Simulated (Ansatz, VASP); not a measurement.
# Si2W3 in VASP and in Ansatz

```
Si W
1.0
     6.58244    0.00000    0.00000
     0.00000    6.58244    0.00000
     0.00000    0.00000    3.27491
Si W
4 6
Direct
  0.14830 0.61986 0.00000
  0.85170 0.38014 0.00000
  0.61986 0.85170 0.00000
  0.38014 0.14830 0.00000
  0.50000 0.50000 0.00000
  0.00000 0.00000 0.00000
  0.68671 0.13300 0.50000
  0.31329 0.86700 0.50000
  0.13300 0.31329 0.50000
  0.86700 0.68671 0.50000
```

Change from the starting cell: mode 4 (35.5 1/cm) frozen in, largest displacement +0.250 Å.

Alike in both runs: task single point; functional PBEsol; k mesh 6 × 6 × 12; occupations gaussian, width 0.15 eV; no spin polarisation.

|  | VASP | Ansatz |
| --- | --- | --- |
| version | VASP 6.6.1 | Ansatz 0.2.0 |
| potentials or method | VASP PAW PBE potentials, release 64 (Si, W_sv), cutoff 520 eV | scalar-relativistic, plane waves, PAW |
| valence electrons in the cell | 100 | 100 |

VASP gave:

| Quantity | Value |
| --- | --- |
| gap on the k mesh at the Fermi level (eV) | none |
| pressure (GPa) | 4.0 |
| traceless stress, the component that is largest in VASP (GPa) | -5.71 |
| rms of the force components (eV/Å) | 0.323 |

Q: What did Ansatz give for the same quantities?

A: gap on the k mesh at the Fermi level (eV): none; pressure (GPa): 3.6; traceless stress, the component that is largest in VASP (GPa): -5.72; rms of the force components (eV/Å): 0.320.

VASP's potentials were made for PBE, not for PBEsol. Atom by atom the forces differ by 0.004 eV/Å (rms over components). A gap of «none» marks a metal or a gap that the smearing closes. With one functional, cell and mesh, what is left measures potentials, basis and numerics.

Spin-orbit coupling is off throughout.
